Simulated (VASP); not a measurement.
Input of a VASP 6.6.1 run:

File INCAR:

```
ALGO     = Normal         # electronic algorithm
EDIFF    = 1E-6           # SCF threshold, eV
EDIFFG   = -0.005         # ionic threshold
ENCUT    = 600            # plane-wave cutoff, eV
GGA      = PE             # functional
IBRION   = 2              # ionic algorithm
ISIF     = 4              # what is computed and relaxed
ISMEAR   = -1             # smearing method
LASPH    = T              # aspherical terms in the spheres
LCHARG   = F              # write CHGCAR
LREAL    = F              # projectors in reciprocal space
LWAVE    = F              # write WAVECAR
NELM     = 100            # most SCF steps
NSW      = 50             # ionic steps
PREC     = Accurate       # precision mode
SIGMA    = 0.05           # smearing width, eV
```

File KPOINTS:

```
k-points
0
Gamma
  14 14 8
```

File POSCAR:

```
Bi
1.0
    2.8476926648      0.0000000000      0.0000000000
   -1.4238463324      2.4661741899      0.0000000000
    0.0000000000      0.0000000000      4.6947936075
Bi
2
Direct
    0.3333333333      0.6666666667      0.2500000000
    0.6666666667      0.3333333333      0.7500000000
```

Potentials or basis: VASP PAW PBE potentials, release 64 (Bi_d).

The run is started by

```sh
$ cat potpaw_PBE.64/Bi_d/POTCAR > POTCAR
$ mpirun -np 1 vasp_std > vasp.out
```

(1) What does it give for the band gap on the k mesh?

Answers

(1) zero (bands 15 and 16 overlap by 12.40 eV).

Caveat: spin-orbit coupling is left out, which moves the levels of the heavy elements.
